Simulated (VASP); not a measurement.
Input of a VASP 6.6.1 run:

INCAR

```
PREC = Accurate
ENCUT = 520
EDIFF = 1E-6
ISMEAR = -1
SIGMA = 0.05
LREAL = F
LASPH = T
NELM = 100
ALGO = Fast
ISIF = 2
LWAVE = F
LCHARG = F
GGA = PS
NBANDS = 25
```

File KPOINTS:

```
Automatic mesh
0
Gamma
  6 6 8
```

POSCAR

```
Ti
1.0
    4.5673748306     -0.0228368742      0.0000000000
   -2.3034647285      3.9668810690      0.0000000000
    0.0000000000      0.0000000000      2.8262442700
Ti
3
Direct
    0.6666666667      0.3333333333      0.5000000000
    0.3333333333      0.6666666667      0.5000000000
    0.0000000000      0.0000000000      0.0000000000
```

Potentials or basis: VASP PAW PBE potentials, release 64 (Ti_sv).

Command:

```console
$ cat potpaw_PBE.64/Ti_sv/POTCAR > POTCAR
$ mpirun -np 1 vasp_std > vasp.out
```

Predict the band gap on the k mesh.

zero (bands 18 and 19 overlap by 0.17 eV).

Estimate the largest force.

0.006 eV/Å.

What does it give for the pressure?

-3.8 GPa.

Stress tensor (GPa, compression positive):
```
-3.81  0.52  0.00
 0.52 -3.83  0.00
 0.00  0.00 -3.79
```

Caveat: the cell stands under tension; the PAW data sets were made with another functional, which shifts forces and pressure a little.
